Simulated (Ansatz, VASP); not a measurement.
**Two plane-wave programs on K4Cl3**

```
K Cl
1.0
     0.44560    0.14947    4.16794
     9.07161    0.05884    0.95426
    -4.49664    7.71190   -0.20288
K Cl
4 3
Cartesian
  -1.9245 6.3295 2.7980
  0.2283 2.5952 0.8854
  2.9095 6.7075 4.1992
  4.5010 2.5181 0.3910
  6.6605 1.1832 2.3092
  4.7630 5.3548 1.9583
  2.4728 1.6822 2.7854
```

Change from the starting cell: cell x1, atoms moved at random (sigma 0.05 Å) and cell strained at random (1.5 %), then relaxed without symmetry.

Alike in both runs: functional PBE; k mesh 6 × 3 × 3; occupations gaussian, width 0.2 eV; no spin polarisation.

Ansatz relaxed the structure, and its values are those at the end. VASP's run is a single point on that final structure, the one shown.

|  | VASP | Ansatz |
| --- | --- | --- |
| version | VASP 6.6.1 | Ansatz 0.2.0 |
| potentials or method | VASP PAW PBE potentials, release 64 (K_sv, Cl), cutoff 520 eV | scalar-relativistic, plane waves, PAW |
| valence electrons in the cell | 57 | 57 |

Ansatz gave:

- gap on the k mesh at the Fermi level (eV): none
- pressure (GPa): 0.0
- rms of the force components (eV/Å): 0.004

Task: Estimate VASP's values.

Result: gap on the k mesh at the Fermi level (eV): none; pressure (GPa): 0.0; rms of the force components (eV/Å): 0.005.

A gap of «none» marks a metal or a gap that the smearing closes.
